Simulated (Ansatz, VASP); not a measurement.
MgO in VASP and in Ansatz

INCAR

```
ALGO = Normal ; EDIFF = 1E-7
EDIFFG = -0.005 ; ENCUT = 600
GGA = PE ; IBRION = 2
ISIF = 3 ; ISMEAR = 0
LASPH = T ; LCHARG = F
LREAL = F ; LWAVE = F
NELM = 100 ; NSW = 100
PREC = Accurate ; SIGMA = 0.02
```

KPOINTS

```
k-points
0
Gamma
  10 10 10
```

The input POSCAR:

```
MgO
1.0
    0.0000000000      2.1351500000      2.1351500000
    2.1351500000      0.0000000000      2.1351500000
    2.1351500000      2.1351500000      0.0000000000
Mg O
1 1
Direct
    0.0000000000      0.0000000000      0.0000000000
    0.5000000000      0.5000000000      0.5000000000
```

Input for Ansatz:

```yaml
crystal:
  lattice:
    - [0.0, 2.13515, 2.13515]
    - [2.13515, 0.0, 2.13515]
    - [2.13515, 2.13515, 0.0]
  atoms:
    - { symbol: Mg, position: [0.0, 0.0, 0.0] }
    - { symbol: O, position: [0.5, 0.5, 0.5] }
basis:
  ecutwfc: 420
kpoints:
  mp_grid: { grid: [10, 10, 10] }
hamiltonian:
  xc: pbe
scf:
  occupations: { method: gaussian, width: 0.02 }
output:
  forces: true
  stress: true
  eigenvalues: true
relax:
  adjacent_minimum: "off"
  f_tol: 0.005
  max_steps: 80
  cell: { stress_tol: 0.05 }
```

Alike in both runs: task relaxation of cell and atoms; functional PBE; k mesh 10 × 10 × 10; occupations gaussian, width 0.02 eV; no spin polarisation.

```csv
,VASP,Ansatz
version,VASP 6.6.1,Ansatz 0.2.0
potentials or method,"VASP PAW PBE potentials, release 64 (Mg, O), cutoff 600 eV","scalar-relativistic, plane waves, PAW"
valence electrons in the cell,8,16
```

|  | VASP | Ansatz | Ansatz less VASP |
| --- | --- | --- | --- |
| gap on the k mesh at the Fermi level, each at its own relaxed structure (eV) | 4.51 | 4.46 | -0.047 |
| relaxed volume (Å³/atom) | 9.56 | 9.62 | +0.064 |
| relaxed cell length with the largest relative difference (Å) | 3.001 | 3.008 | +0.0066 |

VASP's potentials hold 8 valence electrons a cell and Ansatz's 16, so a difference there can come from the potentials and not from the codes.
